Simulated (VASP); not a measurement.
Input of a VASP 6.6.1 run:

The input POSCAR:

```
SiC
1.0
    2.1488174878      2.1488174878      0.0000000000
   -2.1488174878      2.1488174878      0.0000000000
    0.0000000000      2.1488174878      2.1488174878
Si C
1 1
Direct
    0.0000000000      0.0000000000      0.0000000000
    0.7500000000      0.2500000000      0.5000000000
```

INCAR.step1

```
SYSTEM = SiC
  PREC = Accurate
  ENCUT = 520
  ISMEAR = 0
  SIGMA = 0.01
  LREAL = .FALSE.
  LASPH = .TRUE.
  NELM = 80
  NBANDS = 11
  GGA = PE
  ALGO = Normal
  EDIFF = 1E-4
  LWAVE = .TRUE.
  LCHARG = .FALSE.
```

File INCAR.step2:

```
SYSTEM = SiC
  PREC = Accurate
  ENCUT = 520
  EDIFF = 1E-6
  ISMEAR = 0
  SIGMA = 0.01
  LREAL = .FALSE.
  LASPH = .TRUE.
  NELM = 80
  ALGO = Normal
  ISIF = 2
  LWAVE = .FALSE.
  LCHARG = .FALSE.
  METAGGA = R2SCAN
  LMIXTAU = .TRUE.
  NBANDS = 11
  ISTART = 1
```

KPOINTS

```
regular mesh
0
G
  10 10 10
  0 0 0
```

Potentials or basis: VASP PAW PBE potentials, release 64 (Si, C).

Launch:

```sh
$ cat potpaw_PBE.64/Si/POTCAR potpaw_PBE.64/C/POTCAR > POTCAR
$ cp INCAR.step1 INCAR
$ mpirun -np 1 vasp_std > vasp.out
$ cp INCAR.step2 INCAR
$ mpirun -np 1 vasp_std > vasp.out
```

Problem. What does it give for the band gap on the k mesh?

Solution. 1.70 eV (least direct gap 5.11 eV).

Problem. Predict the pressure.

Solution. 9.8 GPa.

Caveat: the cell stands under pressure; the PAW data sets were made with another functional, which shifts forces and pressure a little. A k mesh can miss the band edges.
